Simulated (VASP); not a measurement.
# Mg (Im-3m) in VASP: notebook

The runs below take Mg through single point, relaxation of cell and atoms, with PBE.

All numbers are computed with VASP 6.6.1; they aren't measurements. Logs are shortened: lines on timing, memory, paths and dates and some standing lists are left out, and cuts for length are marked.

## Step 1: The cell of the first run

The structure is cubic, space group Im-3m (No. 229). Conventional cell: a = 5.742 Å, b = 5.742 Å, c = 5.742 Å, α = 90.00°, β = 90.00°, γ = 90.00°. Mg (site symmetry 4/mmm) has 4 Mg at 2.87 Å within 3.8 Å.

## Step 2: Single point, PBE

File INCAR:

```
SYSTEM = Mg
PREC = Accurate
ENCUT = 520
EDIFF = 1E-7
ISMEAR = 0
SIGMA = 0.1
LREAL = .FALSE.
LASPH = .TRUE.
NELM = 80
ALGO = Normal
ISIF = 2
LWAVE = .FALSE.
LCHARG = .FALSE.
GGA = PE
NBANDS = 10
```

File KPOINTS:

```
regular mesh
0
G
  6 6 6
  0 0 0
```

File POSCAR:

```
Mg
1.0
   -2.8709216966      2.8709216966      2.8709216966
    2.8709216966     -2.8709216966      2.8709216966
    2.8709216966      2.8709216966     -2.8709216966
Mg
3
Direct
    0.0000000000      0.5000000000      0.5000000000
    0.5000000000      0.0000000000      0.5000000000
    0.5000000000      0.5000000000      0.0000000000
```

Potentials or basis: VASP PAW PBE potentials, release 64 (Mg).

Launch:

```
$ cat potpaw_PBE.64/Mg/POTCAR > POTCAR
$ mpirun -np 1 vasp_std > vasp.out
```

OUTCAR:

```text
SYSTEM = Mg
   PREC = Accurate
   ENCUT = 520
   EDIFF = 1E-7
   ISMEAR = 0
   LREAL = .FALSE.
   LASPH = .TRUE.
   NELM = 80
   ISIF = 2
   GGA = PE

 ion  position               nearest neighbor table
   1  0.000  0.500  0.500-   2 2.87   3 2.87   3 2.87   2 2.87
   2  0.500  0.000  0.500-   1 2.87   3 2.87   3 2.87   1 2.87
   3  0.500  0.500  0.000-   1 2.87   2 2.87   2 2.87   1 2.87

  LATTYP: Found a body centered cubic cell.
 ALAT       =     5.7418433932

  Lattice vectors:

 A1 = (  -2.8709216966,   2.8709216966,   2.8709216966)
 A2 = (   2.8709216966,  -2.8709216966,   2.8709216966)
 A3 = (   2.8709216966,   2.8709216966,  -2.8709216966)

Analysis of symmetry for initial positions (statically):
=====================================================================
 Subroutine PRICEL returns:
 Original cell was already a primitive cell.

 Routine SETGRP: Setting up the symmetry group for a
 body centered cubic supercell.

 Subroutine GETGRP returns: Found 48 space group operations
 (whereof 48 operations were pure point group operations)
 out of a pool of 48 trial point group operations.

The static configuration has the point symmetry O_h .

Analysis of symmetry for dynamics (positions and initial velocities):
=====================================================================
 Subroutine PRICEL returns:
 Original cell was already a primitive cell.

 Routine SETGRP: Setting up the symmetry group for a
 body centered cubic supercell.

 Subroutine GETGRP returns: Found 48 space group operations
 (whereof 48 operations were pure point group operations)
 out of a pool of 48 trial point group operations.

The dynamic configuration has the point symmetry O_h .

 Subroutine INISYM returns: Found 48 space group operations
 (whereof 48 operations are pure point group operations),
 and found     1 'primitive' translations

----------------------------------------------------------------------------------------

                                     Primitive cell

  volume of cell :      94.6507

  direct lattice vectors                    reciprocal lattice vectors
    -2.870921697  2.870921697  2.870921697     0.000000000  0.174160097  0.174160097
     2.870921697 -2.870921697  2.870921697     0.174160097  0.000000000  0.174160097
     2.870921697  2.870921697 -2.870921697     0.174160097  0.174160097  0.000000000

  length of vectors
     4.972582243  4.972582243  4.972582243     0.246299571  0.246299571  0.246299571

  position of ions in fractional coordinates (direct lattice)
     0.000000000  0.500000000  0.500000000
     0.500000000  0.000000000  0.500000000
     0.500000000  0.500000000  0.000000000

  ion indices of the primitive-cell ions
   primitive index   ion index
                 1           1
                 2           2
                 3           3

----------------------------------------------------------------------------------------

 KPOINTS: regular mesh

Automatic generation of k-mesh.
 Grid dimensions read from file:
 generate k-points for:    6    6    6

 Generating k-lattice:

  Cartesian coordinates                     Fractional coordinates (reciprocal lattice)
     0.000000000  0.029026683  0.029026683     0.166666667  0.000000000  0.000000000
     0.029026683  0.000000000  0.029026683     0.000000000  0.166666667  0.000000000
     0.029026683  0.029026683  0.000000000     0.000000000  0.000000000  0.166666667

  Length of vectors
     0.041049928  0.041049928  0.041049928

  Shift w.r.t. Gamma in fractional coordinates (k-lattice)
     0.000000000  0.000000000  0.000000000

 Subroutine IBZKPT returns following result:
 ===========================================

 Found     16 irreducible k-points:

 Following reciprocal coordinates:
            Coordinates               Weight
  0.000000  0.000000  0.000000      1.000000
  0.166667  0.000000  0.000000     12.000000
  0.333333  0.000000  0.000000     12.000000
  0.500000  0.000000  0.000000      6.000000
  0.166667  0.166667  0.000000     24.000000
  0.333333  0.166667  0.000000     48.000000
[... 8 lines left out ...]
  0.500000  0.500000  0.333333     12.000000
  0.500000  0.500000  0.500000      1.000000
   k-points           NKPTS =     16   k-points in BZ     NKDIM =     16   number of bands    NBANDS=     10
   number of dos      NEDOS =    301   number of ions     NIONS =      3
   total plane-waves  NPLWV =  64000
   dimension x,y,z NGX =    40 NGY =   40 NGZ =   40
   dimension x,y,z NGXF=    80 NGYF=   80 NGZF=   80
   ions per type =               3
   NGX,Y,Z   is equivalent  to a cutoff of  13.37, 13.37, 13.37 a.u.
   NGXF,Y,Z  is equivalent  to a cutoff of  26.75, 26.75, 26.75 a.u.
 SYSTEM =  Mg
   PREC   = accura    normal or accurate (medium, high low for compatibility)
   ISTART =      0    job   : 0-new  1-cont  2-samecut
   ICHARG =      2    charge: 1-file 2-atom 10-const
   ISPIN  =      1    spin polarized calculation?
   LNONCOLLINEAR =      F non collinear calculations
   LSORBIT =      F    spin-orbit coupling
   LASPH  =      T    aspherical Exc in radial PAW
   ENCUT  =  520.0 eV  38.22 Ry    6.18 a.u.   9.25  9.25  9.25*2*pi/ulx,y,z
   NELM   =     80;   NELMIN=  2; NELMDL= -5     # of ELM steps
   EDIFF  = 0.1E-06   stopping-criterion for ELM
   LREAL  =      F    real-space projection
   EDIFFG = 0.1E-05   stopping-criterion for IOM
   NSW    =      0    number of steps for IOM
   IBRION =     -1    ionic relax: 0-MD 1-quasi-New 2-CG
   NFREE  =      0    steps in history (QN), initial steepest desc. (CG)
   ISIF   =      2    stress and relaxation
   ISYM   =      2    0-nonsym 1-usesym 2-fastsym
   POTIM  = 0.5000    time-step for ionic-motion
   TEBEG  =    0.0;   TEEND  =   0.0 temperature during run
   PSTRESS=    0.0 pullay stress
   NELECT =       6.0000    total number of electrons
   NUPDOWN=      -1.0000    fix difference up-down
   EMIN   =  10.00;   EMAX   =-10.00  energy-range for DOS
   EFERMI =   0.00;   METHOD = LEGACY
   ISMEAR =     0;   SIGMA  =   0.10  broadening in eV -4-tet -1-fermi 0-gaus
   EFERMI_NEDOS =   21; number of points for ismear=-14 and -15
   IALGO  =     38    algorithm
   IMIX   =      4    mixing-type and parameters
     AMIX     =   0.40;   BMIX     =  1.00
     AMIX_MAG =   1.60;   BMIX_MAG =  1.00
  volume/ion in A,a.u.               =      31.55       212.91
  Fermi-wavevector in a.u.,A,eV,Ry     =   0.652756  1.233529  5.797304  0.426090
  Thomas-Fermi vector in A             =   1.722777
   LORBIT       =      0    0 simple, 1 ext, 2 COOP (PROOUT), +10 PAW based schemes
   GGA     = PE    functional components
   LHFCALC =     F    Hartree Fock is set to
   AEXX    =    0.0000 exact exchange contribution
   IVDW    =     0    specifies the selected vdW correction
   LEPSILON=     F    determine dielectric tensor
   LRPA    =     F    only Hartree local field effects (RPA)
 non-spin polarized calculation
 Gauss-broadening in eV      SIGMA  =   0.10
  energy-cutoff  :      520.00
  volume of cell :       94.65
 maximum number of plane-waves:      2578
 NGX is ok and might be reduce to    40
   NGX = 19   NGY = 19   NGZ = 19

 number of electron       6.0000000 magnetization

 Free energy of the ion-electron system (eV)
  ---------------------------------------------------
  ext. energy  EPLUGINS =         0.00000000
  ---------------------------------------------------
  free energy    TOTEN  =        -2.93580093 eV

  energy without entropy =       -2.92373583  energy(sigma->0) =       -2.92976838

 E-fermi :   1.0128     XC(G=0):  -7.4185

 val. band max:        1.0010069786   @ k =  -0.1667   0.1667   0.1667
 cond. band min:       1.0650221030   @ k =  -0.3333   0.3333   0.1667
 fundamental gap:      0.0640151244
 Fermi energy:         1.0128427010

 k-point     1 :       0.0000    0.0000    0.0000
  band No.  band energies     occupation
      1      -4.6672      2.00000
      2       2.7042      0.00000
      3       2.7042      0.00000
      4       2.7042      0.00000
      5       4.3297      0.00000
      6       4.3297      0.00000
      7       4.7180      0.00000
      8       4.7180      0.00000
      9       4.7180      0.00000
     10       4.9800      0.00000

 k-point     2 :       0.1667    0.0000    0.0000
  band No.  band energies     occupation
      1      -4.4220      2.00000
      2       1.2148      0.00429
      3       2.1977      0.00000
      4       2.3713      0.00000
      5       3.6331      0.00000
      6       3.6472      0.00000
      7       4.1992      0.00000
      8       4.9216      0.00000
      9       5.6938      0.00000
     10       6.0715      0.00000

 k-point     3 :       0.3333    0.0000    0.0000
  band No.  band energies     occupation
      1      -3.6979      2.00000
      2      -0.7536      2.00000
      3       1.6180      0.00000
      4       1.8617      0.00000
      5       2.8906      0.00000
      6       2.9310      0.00000
      7       4.6579      0.00000
      8       5.6692      0.00000
      9       7.6684      0.00000
     10       7.6693      0.00000

 k-point     4 :       0.5000    0.0000    0.0000
  band No.  band energies     occupation
      1      -2.7679      2.00000
      2      -2.1231      2.00000
      3       1.4086      0.00000
      4       1.6600      0.00000
      5       2.6436      0.00000
      6       2.6917      0.00000
      7       5.1882      0.00000
      8       6.3558      0.00000
      9       6.7632      0.00000
     10       7.5806      0.00000
[... 118 lines left out ...]
 k-point    14 :      -0.3333    0.3333    0.3333
  band No.  band energies     occupation
      1      -2.7505      2.00000
      2      -0.4452      2.00000
      3       0.3076      2.00000
      4       0.3076      2.00000
      5       1.1399      0.07227
      6       3.6553      0.00000
      7       5.6943      0.00000
      8       5.6943      0.00000
      9       6.6055      0.00000
     10       6.8087      0.00000

 k-point    15 :       0.5000    0.5000    0.3333
  band No.  band energies     occupation
      1      -1.8130      2.00000
      2      -1.3781      2.00000
      3       0.0842      2.00000
      4       0.1345      2.00000
      5       1.1823      0.01656
      6       2.6338      0.00000
      7       5.8073      0.00000
      8       5.8820      0.00000
      9       7.9941      0.00000
     10       8.3800      0.00000

 k-point    16 :       0.5000    0.5000    0.5000
  band No.  band energies     occupation
      1      -0.9447      2.00000
      2      -0.9447      2.00000
      3      -0.1399      2.00000
      4      -0.1399      2.00000
      5      -0.1399      2.00000
      6       1.7706      0.00000
      7       7.7861      0.00000
      8       7.7861      0.00000
      9       7.7861      0.00000
     10       8.1475      0.00000

------------------------ aborting loop because EDIFF is reached ----------------------------------------

  FORCE on cell =-STRESS in cart. coord.  units (eV):
  Direction    XX          YY          ZZ          XY          YZ          ZX
  --------------------------------------------------------------------------------------
  -------------------------------------------------------------------------------------
  Total        0.0796815      0.0796815      0.0796815     -0.0000000     -0.0000000     -0.0000000
  in kB        1.3487899      1.3487899      1.3487899     -0.0000000     -0.0000000     -0.0000000
  external PRESSURE =       1.3487899 kB  Pullay stress =       0.0000000 kB

 VOLUME and BASIS-vectors are now :
 -----------------------------------------------------------------------------
  energy-cutoff  :      520.00
  volume of cell :       94.65
      direct lattice vectors                 reciprocal lattice vectors
    -2.870921697  2.870921697  2.870921697     0.000000000  0.174160097  0.174160097
     2.870921697 -2.870921697  2.870921697     0.174160097  0.000000000  0.174160097
     2.870921697  2.870921697 -2.870921697     0.174160097  0.174160097  0.000000000

 POSITION                                       TOTAL-FORCE (eV/Angst)
 -----------------------------------------------------------------------------------
      2.87092      0.00000      0.00000         0.000000      0.000000      0.000000
      0.00000      2.87092      0.00000        -0.000000      0.000000     -0.000000
      0.00000      0.00000      2.87092         0.000000     -0.000000      0.000000
 -----------------------------------------------------------------------------------
    total drift:                               -0.000000     -0.000000     -0.000000

  FREE ENERGIE OF THE ION-ELECTRON SYSTEM (eV)
  ---------------------------------------------------
  free  energy   TOTEN  =        -2.9358009254 eV

  energy  without entropy=       -2.9237358274  energy(sigma->0) =       -2.92976838
```

It took 18 s on 1 thread of Intel Xeon 6975P-C, shared host; peak memory 0.23 GiB.

Results:

```
Free energy            : -2.9358 eV
Pressure               : 0.1 GPa
Band gap on the k mesh : zero (band 3 reaches 2.70 eV, above the bottom of band 4 at -0.14 eV)
```

## Step 3: Relaxation of cell and atoms, PBE

This run uses another cell than the first one, of 24.57 Å³/atom, 0.779 times its volume.

File INCAR:

```
  PREC = Accurate
  ENCUT = 600
  EDIFF = 1E-6
  ISMEAR = 0
  SIGMA = 0.1
  LREAL = F
  LASPH = T
  NELM = 80
  ALGO = Fast
  ISIF = 3
  LWAVE = F
  LCHARG = F
  GGA = PE
  IBRION = 2
  NSW = 90
  EDIFFG = -0.04
```

File KPOINTS:

```
Automatic mesh
0
Gamma
  6 6 6
```

File POSCAR:

```
Mg
1.0
   -2.6412619500      2.6412619500      2.6412619500
    2.6412619500     -2.6412619500      2.6412619500
    2.6412619500      2.6412619500     -2.6412619500
Mg
3
Direct
    0.0000000000      0.5000000000      0.5000000000
    0.5000000000      0.0000000000      0.5000000000
    0.5000000000      0.5000000000      0.0000000000
```

Potentials or basis: VASP PAW PBE potentials, release 64 (Mg).

Launch:

```
$ cat potpaw_PBE.64/Mg/POTCAR > POTCAR
$ mpirun -np 1 vasp_std > vasp.out
```

OUTCAR:

```text
PREC = Accurate
   ENCUT = 600
   EDIFF = 1E-6
   ISMEAR = 0
   LREAL = F
   LASPH = T
   NELM = 80
   ISIF = 3
   GGA = PE
   IBRION = 2
   NSW = 90
   EDIFFG = -0.04

 ion  position               nearest neighbor table
   1  0.000  0.500  0.500-   2 2.64   3 2.64   3 2.64   2 2.64
   2  0.500  0.000  0.500-   1 2.64   3 2.64   3 2.64   1 2.64
   3  0.500  0.500  0.000-   1 2.64   2 2.64   2 2.64   1 2.64

  LATTYP: Found a body centered cubic cell.
 ALAT       =     5.2825239000

  Lattice vectors:

 A1 = (  -2.6412619500,   2.6412619500,   2.6412619500)
 A2 = (   2.6412619500,  -2.6412619500,   2.6412619500)
 A3 = (   2.6412619500,   2.6412619500,  -2.6412619500)

Analysis of symmetry for initial positions (statically):
[... 176 lines left out ...]
  -------------------------------------------------------------------------------------
  Total        3.5561481      3.5561481      3.5561481      0.0000000      0.0000000      0.0000000
  in kB       77.3029393     77.3029393     77.3029393      0.0000000      0.0000000      0.0000000
  external PRESSURE =      77.3029393 kB  Pullay stress =       0.0000000 kB
[... 98 lines left out ...]
--------------------------------------- Ionic step        4  -------------------------------------------

 number of electron       6.0000000 magnetization

 Free energy of the ion-electron system (eV)
  ---------------------------------------------------
  ext. energy  EPLUGINS =         0.00000000
  ---------------------------------------------------
  free energy    TOTEN  =        -2.93585625 eV

  energy without entropy =       -2.92260330  energy(sigma->0) =       -2.92922978

 E-fermi :   0.9519     XC(G=0):  -7.3748

 val. band max:        0.9206409725   @ k =  -0.1667   0.1667   0.1667
 cond. band min:       0.9962616306   @ k =  -0.3333   0.3333   0.1667
 fundamental gap:      0.0756206582
 Fermi energy:         0.9518995205

 k-point     1 :       0.0000    0.0000    0.0000
  band No.  band energies     occupation
      1      -4.6745      2.00000
      2       2.6232      0.00000
      3       2.6232      0.00000
      4       2.6232      0.00000
      5       4.6569      0.00000
      6       4.6569      0.00000
      7       4.6569      0.00000
[... 178 lines left out ...]
  FREE ENERGIE OF THE ION-ELECTRON SYSTEM (eV)
  ---------------------------------------------------
  free  energy   TOTEN  =        -2.9358562525 eV

  energy  without entropy=       -2.9226033046  energy(sigma->0) =       -2.92922978

 reached required accuracy - stopping structural energy minimisation
```

Run time: 44 s. Hardware: 1 thread of Intel Xeon 6975P-C, shared host; peak memory 0.24 GiB.

What came out:

```
Free energy                            : -2.9359 eV
Relaxed volume                         : 32.03 Å³/atom
Relaxed cell                           : a = 4.998 Å, b = 4.998 Å, c = 4.998 Å, α = 109.47°, β = 109.47°, γ = 109.47°
Space group after relaxing (to 0.05 Å) : Im-3m (No. 229)
Energy gained by relaxing              : 139.0 meV/atom
Ionic steps                            : 4
Pressure after relaxing                : -0.1 GPa
Band gap on the k mesh                 : zero (band 3 reaches 2.62 eV, above the bottom of band 4 at -0.18 eV)
```

Step by step:
| step | energy change (eV) | largest force (eV/Å) | pressure (GPa) | volume (Å³) |
| --- | --- | --- | --- | --- |
| 1 | 0.0000 | 0.0000 | 7.73 | 73.70 |
| 2 | -0.3725 | 0.0000 | 1.89 | 87.09 |
| 3 | -0.4066 | 0.0000 | -0.70 | 100.08 |
| 4 | -0.4169 | 0.0000 | -0.11 | 96.09 |

Final structure:
```
Mg
1.0
    -2.88537    2.88537    2.88537
     2.88537   -2.88537    2.88537
     2.88537    2.88537   -2.88537
Mg
3
Direct
  0.00000 0.50000 0.50000
  0.50000 0.00000 0.50000
  0.50000 0.50000 0.00000
```

Levels at points of the mesh, in eV from the Fermi level:
| k point | band 1 | band 2 | band 3 | band 4 | band 5 | band 6 | band 7 |
| --- | --- | --- | --- | --- | --- | --- | --- |
| (0.00, 0.00, 0.00) | -5.63 | 1.67 | 1.67 | 1.67 | 3.71 | 3.71 | 3.71 |
| (0.50, 0.00, 0.00) | -3.75 | -3.11 | 0.40 | 0.62 | 1.62 | 1.68 | 4.13 |
| (0.50, 0.50, 0.50) | -1.96 | -1.96 | -1.13 | -1.13 | -1.13 | 0.76 | 7.10 |

Caveat: the volume moved by over 15 % at a fixed basis, so the end points are rough.
